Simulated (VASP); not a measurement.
Al, 1 atom in the cell. Symmetry: I4/mmm, No. 139, tetragonal system. Conventional cell: a = 2.889 Å, b = 2.889 Å, c = 3.782 Å, α = 90.00°, β = 90.00°, γ = 90.00°. Within 3.7 Å of Al (site symmetry 4/mmm) lie 12 Al at 2.78 to 2.89 Å.  This cell differs from its parent crystal: volume 15.785 Å^3 an atom, c/a of the conventional cell 0.9257.

```yaml
Program: VASP 6.6.1
Task: single point
Functional: PBE
Dispersion: D3(BJ)
Potentials_or_basis: VASP PAW PBE potentials, release 64 (Al)
Cutoff: 520 eV
k_mesh: 22 × 22 × 22
Occupations: gaussian, width 0.15 eV
Spin: no spin polarisation
Dipole_correction: no
Further_INCAR_settings: ALGO = Fast; EDIFF = 1e-06; NBANDS = 8
```

Potentials or basis: VASP PAW PBE potentials, release 64 (Al).

Run with:

```sh
$ cat potpaw_PBE.64/Al/POTCAR > POTCAR
$ mpirun -np 1 vasp_std > vasp.out
```

Hardware: 1 thread of Intel(R) Xeon(R) 6975P-C (Granite Rapids), on a shared host.

Q: Estimate the wall time of this run.

A: It took 36 s on 1 thread of Intel(R) Xeon(R) 6975P-C (Granite Rapids) (shared host), peak memory 0.21 GiB. Counts: scf iterations 10, k points 834.
